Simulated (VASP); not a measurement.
MgCdS4: single point with PBE

MgCdS4:

```xyz
6
Lattice="4.1180 0.0000 0.0000 0.0000 4.1180 0.0000 0.0000 0.0000 7.2377" Properties=species:S:1:pos:R:3 pbc="T T T"
Mg    2.0590    2.0590    3.6189
Cd    0.0000    0.0000    0.0000
S     2.0590    0.0000    0.0000
S     0.0000    2.0590    0.0000
S     0.0000    0.0000    1.9810
S     0.0000    0.0000    5.2567
```

* Program: VASP 6.6.1
* Task: single point
* Functional: PBE
* Potentials or basis: VASP PAW PBE potentials, release 64 (Mg, Cd, S)
* Cutoff: 520 eV
* k mesh: 4 × 4 × 4
* Occupations: gaussian, width 0.1 eV
* Spin: no spin polarisation
* Dipole correction: no
* Further INCAR settings: ALGO = Normal; EDIFF = 1e-06; NBANDS = 28

```yaml
Pressure: 53.0 GPa
Largest_force: 13.793 eV/Å
Band_gap_on_the_k_mesh: zero (band 19 reaches 4.77 eV, above the bottom of band 20 at 3.47 eV)
```

Forces on the atoms (eV/Å):
```
Mg    0.000   0.000   0.000
Cd    0.000   0.000   0.000
S     0.000   0.000   0.000
S     0.000   0.000   0.000
S     0.000   0.000  13.793
S     0.000   0.000 -13.793
```

Stress tensor (GPa, compression positive):
```
48.62  0.00  0.00
 0.00 48.62  0.00
 0.00  0.00 61.69
```

Levels at points of the mesh, in eV from the Fermi level:
```csv
k point,band 17,band 18,band 19,band 20,band 21,band 22
"(0.00, 0.00, 0.00)",-1.33,-1.33,-1.03,-0.56,-0.56,0.61
"(0.50, 0.00, 0.00)",-1.14,-1.03,-0.97,0.44,1.12,1.49
"(0.50, 0.50, 0.00)",0.48,0.60,0.60,1.15,1.31,2.47
"(0.00, 0.00, 0.50)",-1.56,-1.12,-1.12,-0.40,-0.40,1.29
"(0.50, 0.00, 0.50)",-1.64,-1.51,-0.94,-0.58,2.48,2.88
"(0.50, 0.50, 0.50)",-0.25,-0.25,0.08,1.31,2.96,3.34
```

Run time: 28 s on 1 thread of Intel(R) Xeon(R) 6975P-C (Granite Rapids), on a shared host, peak memory 0.25 GiB.

Caveat: the k points lie up to 0.38 Å⁻¹ apart; forces of over 1 eV/Å act on the atoms, so gaps and moduli don't describe the material at rest.
